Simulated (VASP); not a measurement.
Write the native input for VASP 6.6.1 that does the following.

```
Task                   : single point
Functional             : PBE
Potentials or basis    : VASP PAW PBE potentials, release 64 (Rh_pv)
Cutoff                 : 500 eV
k mesh                 : 10 × 10 × 10
Occupations            : gaussian, width 0.05 eV
Spin                   : no spin polarisation
Dipole correction      : no
Further INCAR settings : ALGO = Normal; EDIFF = 1e-06; NBANDS = 14
```

The structure of Rh lies in POSCAR:

```
Rh
1.0
   -1.5350999966      1.5350999966      1.5350999966
    1.5350999966     -1.5350999966      1.5350999966
    1.5350999966      1.5350999966     -1.5350999966
Rh
1
Direct
    0.0000000000      0.0000000000      0.0000000000
```

These files were run (other wordings do the same):

INCAR

```
PREC = Accurate
ENCUT = 500
EDIFF = 1E-6
ISMEAR = 0
SIGMA = 0.05
LREAL = False
LASPH = True
NELM = 120
ALGO = Normal
ISIF = 2
LWAVE = False
LCHARG = False
GGA = PE
NBANDS = 14
GGA_COMPAT = False
```

KPOINTS

```
Automatic mesh
0
Gamma
  10 10 10
```

Potentials or basis: VASP PAW PBE potentials, release 64 (Rh_pv).

Command:

```console
$ cat potpaw_PBE.64/Rh_pv/POTCAR > POTCAR
$ mpirun -np 1 vasp_std > vasp.out
```

Results of the run:

```yaml
Pressure: 0.0 GPa
```

Wall time 7.5 s on 1 thread of Intel Xeon 6975P-C (shared host), peak memory 0.13 GiB.
